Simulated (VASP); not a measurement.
Set up this calculation in VASP 6.6.1, as the native input.

```yaml
Task: single point
Functional: PBEsol
Potentials_or_basis: VASP PAW PBE potentials, release 64 (Ba_sv)
Cutoff: 500 eV
k_mesh: 23 × 23 × 23
Occupations: methfessel-paxton, width 0.1 eV
Spin: no spin polarisation
Dipole_correction: no
Further_INCAR_settings: ALGO = Normal; EDIFF = 1e-06; NBANDS = 11
```

The structure of Ba lies in POSCAR:

```
Ba
1.0
   -2.4399092820      2.4399092820      2.4399092820
    2.4399092820     -2.4399092820      2.4399092820
    2.4399092820      2.4399092820     -2.4399092820
Ba
1
Direct
    0.0000000000      0.0000000000      0.0000000000
```

These files were run (other wordings do the same):

INCAR

```
SYSTEM = Ba
  PREC = Accurate
  ENCUT = 500
  EDIFF = 1E-6
  ISMEAR = 1
  SIGMA = 0.1
  LREAL = .False.
  LASPH = .True.
  NELM = 120
  ALGO = Normal
  ISIF = 2
  LWAVE = .False.
  LCHARG = .False.
  GGA = PS
  NBANDS = 11
  GGA_COMPAT = .False.
```

KPOINTS

```
Automatic mesh
0
Gamma
  23 23 23
  0 0 0
```

Potentials or basis: VASP PAW PBE potentials, release 64 (Ba_sv).

The run is started by

```console
$ cat potpaw_PBE.64/Ba_sv/POTCAR > POTCAR
$ mpirun -np 1 vasp_std > vasp.out
```

Results of the run:

* Pressure: 0.1 GPa
* Band gap on the k mesh: zero (bands 5 and 6 overlap by 1.17 eV)

Caveat: the PAW data sets were made with another functional, which shifts forces and pressure a little; spin-orbit coupling is left out, which moves the levels of the heavy elements.

It took 46 s on 1 thread of Intel(R) Xeon(R) 6975P-C (Granite Rapids), on a shared host, peak memory 0.34 GiB.
